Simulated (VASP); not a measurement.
# Co (P6_3/mmc) in VASP: a series of runs

Runs on Co. Level: PBEsol. Tasks: single point.

Program: VASP 6.6.1. These are calculated values, not measurements. Logs are shortened: lines on timing, memory, paths and dates and some standing lists are left out, and cuts for length are marked.

## (1) The cell of the first run

It takes space group P6_3/mmc (No. 194, hexagonal). The conventional cell has a = 2.507 Å, b = 2.507 Å, c = 4.070 Å, α = 90.00°, β = 90.00°, γ = 120.00°. Co (site symmetry -6m2) has 12 Co at 2.50 to 2.51 Å within 3.3 Å.

## (2) Single point, PBEsol, collinear spin, ferromagnetic start

Input file INCAR:

```
PREC = Accurate
ENCUT = 520
EDIFF = 1E-6
ISMEAR = -1
SIGMA = 0.1
LREAL = F
LASPH = T
NELM = 150
ALGO = Normal
ISIF = 2
LWAVE = F
LCHARG = F
ISPIN = 2
MAGMOM = 1.8 1.8
LORBIT = 11
LMAXMIX = 4
GGA = PS
NBANDS = 20
```

Input file KPOINTS:

```
regular mesh
0
Gamma
  3 3 2
```

Input file POSCAR:

```
Co
1.0
    2.5074000000      0.0000000000      0.0000000000
   -1.2537000000      2.1714721000      0.0000000000
    0.0000000000      0.0000000000      4.0699000000
Co
2
Direct
    0.3333333300      0.6666666700      0.2500000000
    0.6666666700      0.3333333300      0.7500000000
```

Potentials or basis: VASP PAW PBE potentials, release 64 (Co).

The run is started by

```sh
> cat potpaw_PBE.64/Co/POTCAR > POTCAR
> mpirun -np 1 vasp_std > vasp.out
```

OUTCAR:

```text
PREC = Accurate
   ENCUT = 520
   EDIFF = 1E-6
   ISMEAR = -1
   LREAL = F
   LASPH = T
   NELM = 150
   ISIF = 2
   ISPIN = 2
   LORBIT = 11
   GGA = PS

 ion  position               nearest neighbor table
   1  0.333  0.667  0.250-   2 2.50   2 2.50   2 2.50   2 2.50   2 2.50   2 2.50
   2  0.667  0.333  0.750-   1 2.50   1 2.50   1 2.50   1 2.50   1 2.50   1 2.50

  LATTYP: Found a hexagonal cell.
 ALAT       =     2.5074000000
 C/A-ratio  =     1.6231554598

  Lattice vectors:

 A1 = (   2.5074000000,   0.0000000000,   0.0000000000)
 A2 = (  -1.2537000000,   2.1714721000,   0.0000000000)
 A3 = (   0.0000000000,   0.0000000000,   4.0699000000)

Analysis of symmetry for initial positions (statically):
=====================================================================
 Subroutine PRICEL returns:
 Original cell was already a primitive cell.

 Routine SETGRP: Setting up the symmetry group for a
 hexagonal supercell.

 Subroutine GETGRP returns: Found 24 space group operations
 (whereof 12 operations were pure point group operations)
 out of a pool of 24 trial point group operations.

The static configuration has the point symmetry D_3d.
 The point group associated with its full space group is D_6h.

Analysis of symmetry for dynamics (positions and initial velocities):
=====================================================================
 Subroutine PRICEL returns:
 Original cell was already a primitive cell.

 Routine SETGRP: Setting up the symmetry group for a
 hexagonal supercell.

 Subroutine GETGRP returns: Found 24 space group operations
 (whereof 12 operations were pure point group operations)
 out of a pool of 24 trial point group operations.

The dynamic configuration has the point symmetry D_3d.
 The point group associated with its full space group is D_6h.

Analysis of structural, dynamic, and magnetic symmetry:
=====================================================================
 Subroutine PRICEL returns:
 Original cell was already a primitive cell.

 Routine SETGRP: Setting up the symmetry group for a
 hexagonal supercell.

 Subroutine GETGRP returns: Found 24 space group operations
 (whereof 12 operations were pure point group operations)
 out of a pool of 24 trial point group operations.

The overall configuration has the point symmetry D_3d.
 The point group associated with its full space group is D_6h.

 Subroutine INISYM returns: Found 24 space group operations
[... 98 lines left out ...]
     AMIX_MAG =   1.60;   BMIX_MAG =  1.00
  volume/ion in A,a.u.               =      11.08        74.77
  Fermi-wavevector in a.u.,A,eV,Ry     =   1.527490  2.886538 31.745475  2.333227
  Thomas-Fermi vector in A             =   2.635379
   LORBIT       =     11    0 simple, 1 ext, 2 COOP (PROOUT), +10 PAW based schemes
   GGA     = PS    functional components
   LHFCALC =     F    Hartree Fock is set to
   AEXX    =    0.0000 exact exchange contribution
   IVDW    =     0    specifies the selected vdW correction
   LEPSILON=     F    determine dielectric tensor
   LRPA    =     F    only Hartree local field effects (RPA)
 spin polarized calculation
  energy-cutoff  :      520.00
  volume of cell :       22.16
 maximum number of plane-waves:       604
 NGX is ok and might be reduce to    18
   NGX =  9   NGY =  9   NGZ = 15

 number of electron      18.0000002 magnetization       4.1680093

 Free energy of the ion-electron system (eV)
  ---------------------------------------------------
  ext. energy  EPLUGINS =         0.00000000
  ---------------------------------------------------
  free energy    TOTEN  =       -15.22059074 eV

  energy without entropy =      -15.11092043  energy(sigma->0) =      -15.16575559

 E-fermi :   9.6207     XC(G=0): -13.4763

 val. band max:        9.5052821485   @ k =   0.0000   0.0000   0.0000
 cond. band min:       9.6367983253   @ k =   0.3333   0.3333   0.5000
 fundamental gap:      0.1315161767
 Fermi energy:         9.6206625999

 spin component 1

 k-point     1 :       0.0000    0.0000    0.0000
  band No.  band energies     occupation
      1       0.8205      1.00000
      2       4.5050      1.00000
      3       6.8418      1.00000
      4       6.8418      1.00000
      5       6.8872      1.00000
      6       7.1319      1.00000
[... 114 lines left out ...]
      6       6.5514      1.00000
[... 12 lines left out ...]
     19      32.8082      0.00000
     20      32.8082      0.00000
 Fermi energy:         9.6206625999

 spin component 2

 k-point     1 :       0.0000    0.0000    0.0000
  band No.  band energies     occupation
      1       1.0963      1.00000
      2       5.7346      1.00000
      3       8.8088      0.99970
      4       8.8795      0.99940
      5       8.8795      0.99940
      6       9.2248      0.98126
[... 127 lines left out ...]
     19      33.1987      0.00000
     20      33.1987      0.00000

------------------------ aborting loop because EDIFF is reached ----------------------------------------

  FORCE on cell =-STRESS in cart. coord.  units (eV):
  Direction    XX          YY          ZZ          XY          YZ          ZX
  --------------------------------------------------------------------------------------
  -------------------------------------------------------------------------------------
  Total       -0.7968780     -0.7968780     -0.1229486      0.0000000      0.0000000      0.0000000
  in kB      -57.6156985    -57.6156987     -8.8894015      0.0000000      0.0000000      0.0000000
  external PRESSURE =     -41.3735996 kB  Pullay stress =       0.0000000 kB

 VOLUME and BASIS-vectors are now :
 -----------------------------------------------------------------------------
  energy-cutoff  :      520.00
  volume of cell :       22.16
      direct lattice vectors                 reciprocal lattice vectors
     2.507400000  0.000000000  0.000000000     0.398819494  0.230258542  0.000000000
    -1.253700000  2.171472100  0.000000000     0.000000000  0.460517084  0.000000000
     0.000000000  0.000000000  4.069900000     0.000000000  0.000000000  0.245706283

 POSITION                                       TOTAL-FORCE (eV/Angst)
 -----------------------------------------------------------------------------------
     -0.00000      1.44765      1.01747        -0.000000      0.000000      0.000000
      1.25370      0.72382      3.05242         0.000000     -0.000000      0.000000
 -----------------------------------------------------------------------------------
    total drift:                               -0.000000      0.000000     -0.000000

  FREE ENERGIE OF THE ION-ELECTRON SYSTEM (eV)
  ---------------------------------------------------
  free  energy   TOTEN  =       -15.2205907440 eV

  energy  without entropy=      -15.1109204347  energy(sigma->0) =      -15.16575559

 total charge

# of ion       s       p       d       tot
------------------------------------------
    1        0.503   0.558   7.150   8.211
    2        0.503   0.558   7.150   8.211
--------------------------------------------------
tot          1.005   1.117  14.300  16.422

 magnetization (x)

# of ion       s       p       d       tot
------------------------------------------
    1        0.007  -0.007   2.068   2.068
    2        0.007  -0.007   2.068   2.068
--------------------------------------------------
tot          0.014  -0.014   4.137   4.136
```

Run time: 23 s. Hardware: 1 thread of Intel Xeon 8259CL, shared host; peak memory 0.14 GiB.

What came out:

| Quantity | Value |
| --- | --- |
| Free energy | -15.2206 eV |
| Pressure | -4.1 GPa |
| Net moment | 4.17 μB per cell |
| Site moments | Co +2.07 μB |
| Valence electrons inside the program's atomic spheres | Co 8.21 |

Stress tensor (GPa, compression positive):
```
-5.76  0.00  0.00
 0.00 -5.76  0.00
 0.00  0.00 -0.89
```

Caveat: the k points lie up to 0.96 Å⁻¹ apart; the PAW data sets were made with another functional, which shifts forces and pressure a little.

## (3) Single point, PBEsol, collinear spin, ferromagnetic start

Input file INCAR:

```
PREC = Accurate
ENCUT = 520
EDIFF = 1E-7
ISMEAR = -1
SIGMA = 0.1
LREAL = False
LASPH = True
NELM = 150
ALGO = Normal
ISIF = 2
LWAVE = False
LCHARG = False
ISPIN = 2
MAGMOM = 1.8 1.8
LORBIT = 11
LMAXMIX = 4
GGA = PS
NBANDS = 20
```

Input file KPOINTS:

```
regular mesh
0
Gamma
  5 5 3
```

POSCAR is that of step 2.

Potentials or basis: VASP PAW PBE potentials, release 64 (Co).

The run is started by

```sh
> cat potpaw_PBE.64/Co/POTCAR > POTCAR
> mpirun -np 1 vasp_std > vasp.out
```

Run time: 37 s. Hardware: 1 thread of Intel Xeon 8259CL, shared host; peak memory 0.14 GiB.

It converged, with:

* Free energy: -15.3857 eV
* Pressure: -12.0 GPa
* Net moment: 3.53 μB per cell
* Site moments: Co +1.77 μB
* Valence electrons inside the program's atomic spheres: Co 8.23

Stress tensor (GPa, compression positive):
```
-10.24   0.00   0.00
  0.00 -10.24   0.00
  0.00   0.00 -15.49
```

Levels at points of the mesh, in eV from the Fermi level:
Spin up:
| k point | band 7 | band 8 | band 9 | band 10 | band 11 | band 12 | band 13 | band 14 | band 15 | band 16 |
| --- | --- | --- | --- | --- | --- | --- | --- | --- | --- | --- |
| (0.00, 0.00, 0.00) | -2.28 | -1.96 | -1.96 | -0.90 | -0.90 | -0.19 | 6.06 | 21.76 | 24.14 | 24.14 |
Spin down:
| k point | band 4 | band 5 | band 6 | band 7 | band 8 | band 9 | band 10 | band 11 |
| --- | --- | --- | --- | --- | --- | --- | --- | --- |
| (0.00, 0.00, 0.00) | -0.83 | -0.83 | -0.48 | -0.48 | -0.09 | -0.09 | -0.09 | 1.08 |

Caveat: the k points lie up to 0.58 Å⁻¹ apart; the PAW data sets were made with another functional, which shifts forces and pressure a little.

## (4) Single point, PBEsol, collinear spin, ferromagnetic start

Input file INCAR:

```
  PREC = Accurate
  ENCUT = 520
  EDIFF = 1E-6
  ISMEAR = -1
  SIGMA = 0.1
  LREAL = False
  LASPH = True
  NELM = 150
  ALGO = Normal
  ISIF = 2
  LWAVE = False
  LCHARG = True
  ISPIN = 2
  MAGMOM = 1.8 1.8
  LORBIT = 11
  LMAXMIX = 4
  GGA = PS
  LELF = True
  LVHAR = True
  NBANDS = 20
```

Input file KPOINTS:

```
Automatic mesh
0
Gamma
  6 6 4
```

POSCAR is that of step 3.

The run is started by

```sh
> cat potpaw_PBE.64/Co/POTCAR > POTCAR
> mpirun -np 1 vasp_std > vasp.out
```

Run time: 54 s. Hardware: 1 thread of Intel Xeon 8259CL, shared host; peak memory 0.15 GiB.

The run converged. Its results:

```yaml
Free_energy: -15.4581 eV
Pressure: -14.4 GPa
Net_moment: 3.24 μB per cell
Site_moments: Co +1.64 μB
Valence_electrons_inside_the_program's_atomic_spheres: Co 8.23
```

Stress tensor (GPa, compression positive):
```
-14.76   0.00   0.00
  0.00 -14.76   0.00
  0.00   0.00 -13.64
```

Levels at points of the mesh, in eV from the Fermi level:
Spin up:
| k point | band 7 | band 8 | band 9 | band 10 | band 11 | band 12 | band 13 | band 14 | band 15 | band 16 |
| --- | --- | --- | --- | --- | --- | --- | --- | --- | --- | --- |
| (0.00, 0.00, 0.00) | -2.23 | -1.89 | -1.89 | -0.83 | -0.83 | -0.18 | 6.09 | 21.77 | 24.15 | 24.15 |
| (0.50, 0.00, 0.00) | -2.16 | -0.68 | -0.62 | -0.54 | 1.24 | 3.20 | 9.43 | 10.06 | 12.48 | 13.61 |
| (0.00, 0.00, 0.50) | -2.60 | -2.60 | -1.13 | -1.13 | -1.13 | -1.13 | 14.63 | 14.63 | 22.48 | 22.48 |
| (0.50, 0.00, 0.50) | -1.06 | -1.06 | -0.60 | -0.60 | 1.51 | 1.51 | 7.05 | 7.05 | 18.03 | 18.03 |
Spin down:
| k point | band 4 | band 5 | band 6 | band 7 | band 8 | band 9 | band 10 | band 11 | band 12 | band 13 |
| --- | --- | --- | --- | --- | --- | --- | --- | --- | --- | --- |
| (0.00, 0.00, 0.00) | -0.91 | -0.91 | -0.56 | -0.56 | -0.16 | -0.13 | -0.13 | 1.04 | 1.04 | 7.12 |
| (0.50, 0.00, 0.00) | -1.79 | -1.05 | -1.00 | -0.60 | 1.17 | 1.28 | 1.33 | 2.48 | 4.20 | 9.91 |
| (0.00, 0.00, 0.50) | -1.50 | -0.97 | -0.97 | -0.97 | -0.97 | 0.71 | 0.71 | 0.71 | 0.71 | 15.09 |
| (0.50, 0.00, 0.50) | -2.30 | -0.03 | -0.03 | 0.26 | 0.26 | 1.27 | 1.27 | 2.17 | 2.17 | 7.98 |

Caveat: the k points lie up to 0.48 Å⁻¹ apart; the PAW data sets were made with another functional, which shifts forces and pressure a little.

## (5) Single point, PBEsol, collinear spin, ferromagnetic start

Input file INCAR:

```
ALGO = Normal
EDIFF = 1E-6
ENCUT = 520
GGA = PS
ISIF = 2
ISMEAR = -1
ISPIN = 2
LASPH = T
LCHARG = F
LMAXMIX = 4
LORBIT = 11
LREAL = F
LWAVE = F
MAGMOM = 1.8 1.8
NBANDS = 20
NELM = 150
PREC = Accurate
SIGMA = 0.1
```

Input file KPOINTS:

```
k-points
0
Gamma
  8 8 5
```

POSCAR is that of step 4.

Potentials or basis: VASP PAW PBE potentials, release 64 (Co).

The run is started by

```sh
> cat potpaw_PBE.64/Co/POTCAR > POTCAR
> mpirun -np 1 vasp_std > vasp.out
```

OUTCAR:

```text
EDIFF = 1E-6
   ENCUT = 520
   GGA = PS
   ISIF = 2
   ISMEAR = -1
   ISPIN = 2
   LASPH = T
   LORBIT = 11
   LREAL = F
   NELM = 150
   PREC = Accurate

 ion  position               nearest neighbor table
   1  0.333  0.667  0.250-   2 2.50   2 2.50   2 2.50   2 2.50   2 2.50   2 2.50
   2  0.667  0.333  0.750-   1 2.50   1 2.50   1 2.50   1 2.50   1 2.50   1 2.50

  LATTYP: Found a hexagonal cell.
 ALAT       =     2.5074000000
 C/A-ratio  =     1.6231554598

  Lattice vectors:

 A1 = (   2.5074000000,   0.0000000000,   0.0000000000)
 A2 = (  -1.2537000000,   2.1714721000,   0.0000000000)
[... 1321 lines left out ...]

 VOLUME and BASIS-vectors are now :
 -----------------------------------------------------------------------------
  energy-cutoff  :      520.00
  volume of cell :       22.16
      direct lattice vectors                 reciprocal lattice vectors
     2.507400000  0.000000000  0.000000000     0.398819494  0.230258542  0.000000000
    -1.253700000  2.171472100  0.000000000     0.000000000  0.460517084  0.000000000
     0.000000000  0.000000000  4.069900000     0.000000000  0.000000000  0.245706283

 POSITION                                       TOTAL-FORCE (eV/Angst)
 -----------------------------------------------------------------------------------
     -0.00000      1.44765      1.01747         0.000000      0.000000      0.000000
      1.25370      0.72382      3.05242        -0.000000     -0.000000      0.000000
 -----------------------------------------------------------------------------------
    total drift:                               -0.000000      0.000000     -0.000000

  FREE ENERGIE OF THE ION-ELECTRON SYSTEM (eV)
  ---------------------------------------------------
  free  energy   TOTEN  =       -15.4430580412 eV

  energy  without entropy=      -15.3814819353  energy(sigma->0) =      -15.41226999

 total charge

# of ion       s       p       d       tot
------------------------------------------
    1        0.482   0.510   7.238   8.229
    2        0.482   0.510   7.238   8.229
--------------------------------------------------
tot          0.963   1.019  14.476  16.458

 magnetization (x)

# of ion       s       p       d       tot
------------------------------------------
    1       -0.013  -0.050   1.738   1.674
    2       -0.013  -0.050   1.738   1.674
--------------------------------------------------
tot         -0.027  -0.101   3.475   3.347
```

OSZICAR:

```text
N       E                     dE             d eps       ncg     rms          rms(c)
DAV:   1     0.802351945409E+02    0.80235E+02   -0.78726E+03  2568   0.118E+03
DAV:   2    -0.135850751432E+02   -0.93820E+02   -0.84469E+02  2428   0.213E+02
DAV:   3    -0.179454274852E+02   -0.43604E+01   -0.41530E+01  2720   0.555E+01
DAV:   4    -0.180128890971E+02   -0.67462E-01   -0.67403E-01  2964   0.605E+00
DAV:   5    -0.180147734982E+02   -0.18844E-02   -0.18843E-02  2748   0.941E-01    0.155E+01
DAV:   6    -0.159983196207E+02    0.20165E+01   -0.92076E+00  2744   0.621E+01    0.789E+00
DAV:   7    -0.154783301345E+02    0.51999E+00   -0.15003E+00  2784   0.230E+01    0.383E+00
DAV:   8    -0.154605572525E+02    0.17773E-01   -0.18147E-02  3236   0.127E+00    0.170E+00
DAV:   9    -0.154436882190E+02    0.16869E-01   -0.29049E-03  3916   0.956E-01    0.587E-01
DAV:  10    -0.154434819280E+02    0.20629E-03   -0.38824E-04  3120   0.242E-01    0.344E-01
DAV:  11    -0.154430726119E+02    0.40932E-03   -0.21069E-04  3368   0.239E-01    0.308E-02
DAV:  12    -0.154430608008E+02    0.11811E-04   -0.19692E-05  2592   0.322E-02    0.183E-02
DAV:  13    -0.154430578175E+02    0.29833E-05   -0.20167E-06  2520   0.161E-02    0.108E-02
DAV:  14    -0.154430580412E+02   -0.22368E-06   -0.53696E-07  1532   0.777E-03
   1 F= -.15443058E+02 E0= -.15412270E+02  d E =-.615761E-01  mag=     3.3109
```

stdout:

```text
POSCAR found type information on POSCAR Co
 POSCAR found :  1 types and       2 ions
 scaLAPACK will be used
 -----------------------------------------------------------------------------
|                                                                             |
|                                                                             |
|     You enforced a specific xc type in the INCAR file but a different       |
|     I HOPE YOU KNOW WHAT YOU ARE DOING!                                     |
|                                                                             |
 -----------------------------------------------------------------------------

 LDA part: xc-table for (Slater+PW92), standard interpolation
 POSCAR, INCAR and KPOINTS ok, starting setup
 FFT: planning ... GRIDC
 FFT: planning ... GRID_SOFT
 FFT: planning ... GRID
 WAVECAR not read
 entering main loop
```

Wall time 60 s (1 thread of Intel Xeon 8259CL, shared host); peak memory 0.15 GiB.

Results:

- Free energy: -15.4431 eV
- Pressure: -13.6 GPa
- Net moment: 3.31 μB per cell
- Site moments: Co +1.67 μB
- Valence electrons inside the program's atomic spheres: Co 8.23

Caveat: the k points lie up to 0.36 Å⁻¹ apart; the PAW data sets were made with another functional, which shifts forces and pressure a little.

## (6) Single point, PBEsol, collinear spin, ferromagnetic start

Input file INCAR:

```
PREC = Accurate
ENCUT = 520
EDIFF = 1E-6
ISMEAR = -1
SIGMA = 0.1
LREAL = False
LASPH = True
NELM = 150
ALGO = Normal
ISIF = 2
LWAVE = False
LCHARG = False
ISPIN = 2
MAGMOM = 1.8 1.8
LORBIT = 11
LMAXMIX = 4
GGA = PS
NBANDS = 20
```

Input file KPOINTS:

```
Automatic mesh
0
Gamma
  10 10 6
```

POSCAR is that of step 5.

Potentials or basis: VASP PAW PBE potentials, release 64 (Co).

The run is started by

```sh
> cat potpaw_PBE.64/Co/POTCAR > POTCAR
> mpirun -np 1 vasp_std > vasp.out
```

Wall time 1.7 min (1 thread of Intel Xeon 8259CL, shared host); peak memory 0.17 GiB.

It converged, with:

* Free energy: -15.4353 eV
* Pressure: -13.7 GPa
* Net moment: 3.30 μB per cell
* Site moments: Co +1.67 μB
* Valence electrons inside the program's atomic spheres: Co 8.23

Stress tensor (GPa, compression positive):
```
-13.26   0.00   0.00
  0.00 -13.26   0.00
  0.00   0.00 -14.50
```

Levels at points of the mesh, in eV from the Fermi level:
Spin up:
```tsv
k point	band 8	band 9	band 10	band 11	band 12	band 13	band 14	band 15
(0.00, 0.00, 0.00)	-1.90	-1.90	-0.84	-0.84	-0.16	6.09	21.80	24.16
(0.50, 0.00, 0.00)	-0.70	-0.63	-0.56	1.24	3.20	9.45	10.07	12.49
(0.00, 0.00, 0.50)	-2.61	-1.14	-1.14	-1.14	-1.14	14.64	14.64	22.50
(0.50, 0.00, 0.50)	-1.07	-0.62	-0.62	1.53	1.53	7.05	7.05	18.04
```
Spin down:
| k point | band 5 | band 6 | band 7 | band 8 | band 9 | band 10 |
| --- | --- | --- | --- | --- | --- | --- |
| (0.00, 0.00, 0.00) | -0.89 | -0.54 | -0.54 | -0.15 | -0.12 | -0.12 |
| (0.50, 0.00, 0.00) | -1.03 | -0.98 | -0.58 | 1.20 | 1.30 | 1.35 |
| (0.00, 0.00, 0.50) | -0.95 | -0.95 | -0.95 | -0.95 | 0.72 | 0.72 |
| (0.50, 0.00, 0.50) | -0.02 | -0.02 | 0.28 | 0.28 | 1.29 | 1.29 |

Caveat: the PAW data sets were made with another functional, which shifts forces and pressure a little.

(Part 1 of 2 ends here.)
